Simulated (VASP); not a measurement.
# Cl (P6_3/mmc) in VASP: further runs, part 2 of 2

VASP 6.6.1.

## Step 3: Single point, PBEsol (20.57 Å³/atom)

File INCAR:

```
PREC     = Accurate       # precision mode
ENCUT    = 520            # plane-wave cutoff, eV
EDIFF    = 1E-7           # SCF threshold, eV
ISMEAR   = -1             # smearing method
SIGMA    = 0.08           # smearing width, eV
LREAL    = False          # projectors in reciprocal space
LASPH    = True           # aspherical terms in the spheres
NELM     = 80             # most SCF steps
ALGO     = Normal         # electronic algorithm
ISIF     = 2              # what is computed and relaxed
LWAVE    = False          # write WAVECAR
LCHARG   = False          # write CHGCAR
GGA      = PS             # functional
NBANDS   = 14             # bands
```

File KPOINTS:

```
regular mesh
0
Gamma
  15 15 8
```

File POSCAR:

```
Cl
1.0
    3.4861006329      0.0000000000      0.0000000000
   -1.7430503164      3.0190517083      0.0000000000
    0.0000000000      0.0000000000      3.9082983688
Cl
2
Direct
    0.3333333333      0.6666666667      0.2500000000
    0.6666666667      0.3333333333      0.7500000000
```

Potentials or basis: VASP PAW PBE potentials, release 64 (Cl).

Command:

```
> cat potpaw_PBE.64/Cl/POTCAR > POTCAR
> mpirun -np 1 vasp_std > vasp.out
```

OUTCAR:

```text
PREC = Accurate
   ENCUT = 520
   EDIFF = 1E-7
   ISMEAR = -1
   LREAL = False
   LASPH = True
   NELM = 80
   ISIF = 2
   GGA = PS

 ion  position               nearest neighbor table
   1  0.333  0.667  0.250-
   2  0.667  0.333  0.750-

  LATTYP: Found a hexagonal cell.
 ALAT       =     3.4861006329
 C/A-ratio  =     1.1211088779

  Lattice vectors:

 A1 = (   3.4861006329,   0.0000000000,   0.0000000000)
 A2 = (  -1.7430503164,   3.0190517083,   0.0000000000)
 A3 = (   0.0000000000,   0.0000000000,   3.9082983688)

Analysis of symmetry for initial positions (statically):
=====================================================================
 Subroutine PRICEL returns:
 Original cell was already a primitive cell.

 Routine SETGRP: Setting up the symmetry group for a
 hexagonal supercell.

 Subroutine GETGRP returns: Found 24 space group operations
 (whereof 12 operations were pure point group operations)
 out of a pool of 24 trial point group operations.

The static configuration has the point symmetry D_3d.
 The point group associated with its full space group is D_6h.
[... 166 lines left out ...]
 fundamental gap:      0.0150384017
 Fermi energy:         2.5530233753

 k-point     1 :       0.0000    0.0000    0.0000
  band No.  band energies     occupation
      1     -13.7178      2.00000
      2     -10.1859      2.00000
      3      -2.1263      2.00000
      4       0.3748      2.00000
      5       0.3748      2.00000
      6       2.3810      1.79140
      7       2.3810      1.79140
      8       3.6094      0.00000
      9       9.5884      0.00000
     10      11.1410      0.00000
     11      14.4896      0.00000
     12      14.4896      0.00000
     13      16.0450      0.00000
     14      16.0450      0.00000
[... 377 lines left out ...]
      1     -12.1047      2.00000
      2     -11.3900      2.00000
      3      -2.0051      2.00000
      4      -0.2373      2.00000
      5      -0.1447      2.00000
      6       0.6477      2.00000
      7       0.9147      2.00000
      8       2.5058      1.28706
      9      10.9268      0.00000
     10      11.9658      0.00000
     11      14.1539      0.00000
     12      14.1795      0.00000
     13      16.8695      0.00000
     14      18.3497      0.00000

 [... further k-points ...]
[... 5 lines left out ...]
  --------------------------------------------------------------------------------------
  -------------------------------------------------------------------------------------
  Total       -0.0152293     -0.0152293     -0.0088518     -0.0000000      0.0000000      0.0000000
  in kB       -0.5931884     -0.5931884     -0.3447811     -0.0000000      0.0000000      0.0000000
  external PRESSURE =      -0.5103860 kB  Pullay stress =       0.0000000 kB

 VOLUME and BASIS-vectors are now :
 -----------------------------------------------------------------------------
  energy-cutoff  :      520.00
  volume of cell :       41.13
      direct lattice vectors                 reciprocal lattice vectors
     3.486100633  0.000000000  0.000000000     0.286853452  0.165614918  0.000000000
    -1.743050316  3.019051708  0.000000000     0.000000000  0.331229835  0.000000000
     0.000000000  0.000000000  3.908298369     0.000000000  0.000000000  0.255865828

 POSITION                                       TOTAL-FORCE (eV/Angst)
 -----------------------------------------------------------------------------------
     -0.00000      2.01270      0.97707         0.000000     -0.000000      0.000000
      1.74305      1.00635      2.93122        -0.000000      0.000000      0.000000
 -----------------------------------------------------------------------------------
    total drift:                               -0.000000      0.000000     -0.000000

  FREE ENERGIE OF THE ION-ELECTRON SYSTEM (eV)
  ---------------------------------------------------
  free  energy   TOTEN  =        -2.7382964472 eV

  energy  without entropy=       -2.6844134530  energy(sigma->0) =       -2.71135495
```

stdout:

```text
POSCAR found type information on POSCAR Cl
 POSCAR found :  1 types and       2 ions
 scaLAPACK will be used
 -----------------------------------------------------------------------------
|                                                                             |
|                                                                             |
|     You enforced a specific xc type in the INCAR file but a different       |
|     I HOPE YOU KNOW WHAT YOU ARE DOING!                                     |
|                                                                             |
 -----------------------------------------------------------------------------

 LDA part: xc-table for (Slater+PW92), standard interpolation
 POSCAR, INCAR and KPOINTS ok, starting setup
 FFT: planning ... GRIDC
 FFT: planning ... GRID_SOFT
 FFT: planning ... GRID
 WAVECAR not read
 entering main loop
```

Wall time 84 s (1 thread of Intel Xeon Platinum 8175M at 2.50GHz (Skylake/Cascade Lake), shared host); peak memory 0.19 GiB.

What came out:

- Free energy: -2.7383 eV
- Pressure: -0.1 GPa
- Band gap on the k mesh: zero (bands 7 and 8 overlap by 2.09 eV)

Levels at points of the mesh, in eV from the Fermi level:
```tsv
k point	band 5	band 6	band 7	band 8	band 9	band 10
(0.00, 0.00, 0.00)	-2.18	-0.17	-0.17	1.06	7.04	8.59
(0.00, 0.00, 0.50)	-1.18	-1.18	-1.18	-1.18	10.19	10.19
```

Caveat: the PAW data sets were made with another functional, which shifts forces and pressure a little.

## Step 4: Relaxation of shape and atoms at fixed volume, PBEsol

This run uses another cell than the first one, of 8.23 Å³/atom.

File INCAR:

```
PREC = Accurate
ENCUT = 600
EDIFF = 1E-7
ISMEAR = -1
SIGMA = 0.08
LREAL = F
LASPH = T
NELM = 100
ALGO = Normal
ISIF = 4
LWAVE = F
LCHARG = F
GGA = PS
IBRION = 2
NSW = 50
EDIFFG = -0.005
```

File KPOINTS:

```
Automatic mesh
0
Gamma
  15 15 8
```

File POSCAR:

```
Cl
1.0
    2.5685809078      0.0000000000      0.0000000000
   -1.2842904539      2.2244563179      0.0000000000
    0.0000000000      0.0000000000      2.8796588594
Cl
2
Direct
    0.3333333333      0.6666666667      0.2500000000
    0.6666666667      0.3333333333      0.7500000000
```

Command:

```
> cat potpaw_PBE.64/Cl/POTCAR > POTCAR
> mpirun -np 1 vasp_std > vasp.out
```

Run time: 2.2 min. Hardware: 1 thread of Intel Xeon Platinum 8175M at 2.50GHz (Skylake/Cascade Lake), shared host; peak memory 0.15 GiB.

The run converged. Its results:

- Free energy: 5.9069 eV
- Pressure after relaxing: 252.5 GPa
- Band gap on the k mesh: zero (bands 7 and 8 overlap by 10.83 eV)

Final structure:
```yaml
crystal:
  lattice:
    - [2.20459, 0.00000, 0.00000]
    - [-1.10229, 1.90923, 0.00000]
    - [0.00000, 0.00000, 3.90907]
  atoms:
    - { symbol: Cl, position: [0.33333, 0.66667, 0.25000] }
    - { symbol: Cl, position: [0.66667, 0.33333, 0.75000] }
```

Levels at points of the mesh, in eV from the Fermi level:
```tsv
k point	band 5	band 6	band 7	band 8	band 9	band 10
(0.00, 0.00, 0.00)	3.25	3.25	5.17	5.17	10.14	13.49
(0.00, 0.00, 0.50)	4.25	4.25	4.25	4.25	13.27	13.27
```

Caveat: a cell axis changed by over 15 % at a fixed basis, so the end point is rough; the PAW data sets were made with another functional, which shifts forces and pressure a little.

## Step 5: Relaxation of shape and atoms at fixed volume, PBEsol

This run uses another cell than the first one, of 10.28 Å³/atom.

File INCAR:

```
PREC = Accurate
ENCUT = 600
EDIFF = 1E-7
ISMEAR = -1
SIGMA = 0.08
LREAL = False
LASPH = True
NELM = 100
ALGO = Normal
ISIF = 4
LWAVE = False
LCHARG = False
GGA = PS
IBRION = 2
NSW = 50
EDIFFG = -0.005
```

File KPOINTS:

```
regular mesh
0
Gamma
  15 15 8
```

File POSCAR:

```
Cl
1.0
    2.7669199060      0.0000000000      0.0000000000
   -1.3834599530      2.3962229288      0.0000000000
    0.0000000000      0.0000000000      3.1020184710
Cl
2
Direct
    0.3333333333      0.6666666667      0.2500000000
    0.6666666667      0.3333333333      0.7500000000
```

Command:

```
> cat potpaw_PBE.64/Cl/POTCAR > POTCAR
> mpirun -np 1 vasp_std > vasp.out
```

Run time: 2.1 min. Hardware: 1 thread of Intel Xeon Platinum 8175M at 2.50GHz (Skylake/Cascade Lake), shared host; peak memory 0.16 GiB.

The run converged. Its results:

```yaml
Free_energy: 1.4103 eV
Energy_gained_by_relaxing: 489.0 meV/atom
Ionic_steps: 7
Pressure_after_relaxing: 121.4 GPa
Band_gap_on_the_k_mesh: zero (bands 7 and 8 overlap by 6.16 eV)
```

The path:
```
step  energy change (eV)  largest force (eV/Å)  pressure (GPa)  volume (Å³)
   1              0.0000                0.0000          145.17        20.57
   2             -0.9310                0.0000          125.34        20.57
   3             -0.9776                0.0000          121.70        20.57
   4             -0.9780                0.0000          121.42        20.57
   5             -0.9778                0.0000          121.17        20.57
   6             -0.9780                0.0000          121.33        20.57
   7             -0.9780                0.0000          121.39        20.57
```

Final structure:
```
Cl
1.0
     2.52008    0.00000    0.00000
    -1.26004    2.18245    0.00000
     0.00000    0.00000    3.73946
Cl
2
Direct
  0.33333 0.66667 0.25000
  0.66667 0.33333 0.75000
```

Levels at points of the mesh, in eV from the Fermi level:
```
           k point  band 3  band 4  band 5  band 6  band 7  band 8  band 9  band 10  band 11
(0.00, 0.00, 0.00)  -12.32   -0.67   -0.67    1.83    1.83    3.88    8.06    12.27    12.27
(0.00, 0.00, 0.50)   -3.44   -3.44    0.59    0.59    0.59    0.59   10.40    10.40    11.42
```

Caveat: a cell axis changed by over 15 % at a fixed basis, so the end point is rough; the PAW data sets were made with another functional, which shifts forces and pressure a little.

## Step 6: Summary

| task | cell | cutoff (eV) | gap on the mesh (eV) | pressure (GPa) |
| --- | --- | --- | --- | --- |
| single point | a = 3.486, b = 3.486, c = 3.908 Å, angles 90.0, 90.0, 120.0°, 2 atoms | 520 | none | -0.1 |
| relaxation of shape and atoms at fixed volume | relaxed from a = 2.569, b = 2.569, c = 2.880 Å, angles 90.0, 90.0, 120.0°, 2 atoms | 600 | none | 252.5 |
| relaxation of shape and atoms at fixed volume | relaxed from a = 2.767, b = 2.767, c = 3.102 Å, angles 90.0, 90.0, 120.0°, 2 atoms | 600 | none | 121.4 |

Alike in all rows: level PBEsol; potentials or basis VASP PAW PBE potentials, release 64 (Cl); no spin polarisation; k mesh 15 × 15 × 8; smearing fermi-dirac 0.08 eV.

Caveats: the PAW data sets were made with another functional, which shifts forces and pressure a little; a cell axis changed by over 15 % at a fixed basis, so the end point is rough (at least some runs).

Absolute energies hang on the potentials; compare differences alone.
